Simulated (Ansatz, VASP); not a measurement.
# Fe in VASP and in Ansatz

Contents of INCAR:

```
PREC = Accurate
ENCUT = 600
EDIFF = 1E-6
ISMEAR = -1
SIGMA = 0.15
LREAL = F
LASPH = T
NELM = 200
ALGO = Normal
ISIF = 2
LWAVE = F
LCHARG = T
ISPIN = 2
MAGMOM = 2.5 2.5
LORBIT = 11
LMAXMIX = 4
GGA = PE
LELF = T
LVHAR = T
NBANDS = 19
GGA_COMPAT = F
```

File KPOINTS:

```
Automatic mesh
0
Gamma
  4 4 4
```

File POSCAR:

```
Fe
1.0
    2.8200000000      0.0000000000      0.0000000000
    0.0000000000      2.8200000000      0.0000000000
    0.0000000000      0.0000000000      2.8200000000
Fe
2
Direct
    0.0000000000      0.0000000000      0.0000000000
    0.4702367069      0.4702367069      0.4702367069
```

Input for Ansatz:

```yaml
crystal:
  atoms:
  - position: [0.0, 0.0, 0.0]
    spin: 2.5
    symbol: Fe
  - position: [0.4702367069005253, 0.4702367069005253, 0.4702367069005253]
    spin: 2.5
    symbol: Fe
  lattice:
  - [2.82, 0.0, 0.0]
  - [0.0, 2.82, 0.0]
  - [0.0, 0.0, 2.82]
hamiltonian:
  dispersion: none
  pseudopotentials:
    kind: all_electron
    lapw:
      basis_error: 0.025 meV
      muffin_tin_radii: {Fe: 1.0584}
    relativity: scalar
  xc: pbe
kpoints:
  mp_grid:
    grid: [4, 4, 4]
    shift: [0, 0, 0]
magnetization: {spin_polarized: true}
output: {forces: true, stress: true}
scf:
  convergence: {dr2_threshold: 1e-10 eV}
  lower_state_search: 'off'
  max_iter: 200
  occupations: {method: fermi_dirac, width: 0.15}
```

Alike in both runs: task single point; functional PBE; k mesh 4 × 4 × 4; occupations fermi-dirac, width 0.15 eV; collinear spin.

```csv
,VASP,Ansatz
version,VASP 6.6.1,Ansatz 0.2 development build
potentials or method,"VASP PAW PBE potentials, release 64 (Fe), cutoff 600 eV","all-electron full-potential LAPW, scalar-relativistic"
```

|  | VASP | Ansatz | Ansatz less VASP |
| --- | --- | --- | --- |
| pressure (GPa) | 2.2 | 2.3 | +0.11 |
| traceless stress, the component that is largest in VASP (GPa) | 0.47 | 0.50 | +0.033 |
| rms of the force components (eV/Å) | 0.632 | 0.639 | +0.0068 |
| net moment per atom (μB) | 2.02 | 2.00 | -0.021 |
| size of the moment on the site where the two differ most (μB) | 2.01 | 2.03 | +0.021 |

Site moments also hang on the region over which each program counts them. Atom by atom the forces differ by 0.007 eV/Å (rms over components). Ansatz ran all-electron here, and VASP with PAW potentials.

The k mesh is coarse, so the values compare programs but aren't converged.
